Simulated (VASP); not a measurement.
Here is a VASP 6.6.1 calculation.

POSCAR

```
Zn
1.0
    2.5894641455      0.0000000000      0.0000000000
   -1.2947320727      2.2425417322      0.0000000000
    0.0000000000      0.0000000000      4.9140459337
Zn
2
Direct
    0.3333333333      0.6666666667      0.2500000000
    0.6666666667      0.3333333333      0.7500000000
```

The input INCAR.step1:

```
SYSTEM = Zn
  ALGO = Normal
  EDIFF = 1E-4
  ENCUT = 520
  GGA = PE
  ISMEAR = 0
  LASPH = .TRUE.
  LCHARG = .FALSE.
  LREAL = .FALSE.
  LWAVE = .TRUE.
  NBANDS = 19
  NELM = 60
  PREC = Accurate
  SIGMA = 0.1
```

File INCAR.step2:

```
SYSTEM = Zn
  ALGO = Normal
  EDIFF = 1E-7
  ENCUT = 520
  ISIF = 2
  ISMEAR = 0
  ISTART = 1
  LASPH = .TRUE.
  LCHARG = .FALSE.
  LMIXTAU = .TRUE.
  LREAL = .FALSE.
  LWAVE = .FALSE.
  METAGGA = R2SCAN
  NBANDS = 19
  NELM = 60
  PREC = Accurate
  SIGMA = 0.1
```

Contents of KPOINTS:

```
k-points
0
G
  18 18 10
  0 0 0
```

Potentials or basis: VASP PAW PBE potentials, release 64 (Zn).

The run is started by

```sh
$ cat potpaw_PBE.64/Zn/POTCAR > POTCAR
$ cp INCAR.step1 INCAR
$ mpirun -np 1 vasp_std > vasp.out
$ cp INCAR.step2 INCAR
$ mpirun -np 1 vasp_std > vasp.out
```

(1) Estimate the band gap on the k mesh.

(2) Estimate the pressure.

Results:

(1) zero (band 12 reaches 5.22 eV, above the bottom of band 13 at 0.10 eV).

(2) 1.9 GPa.

Caveat: the PAW data sets were made with another functional, which shifts forces and pressure a little.
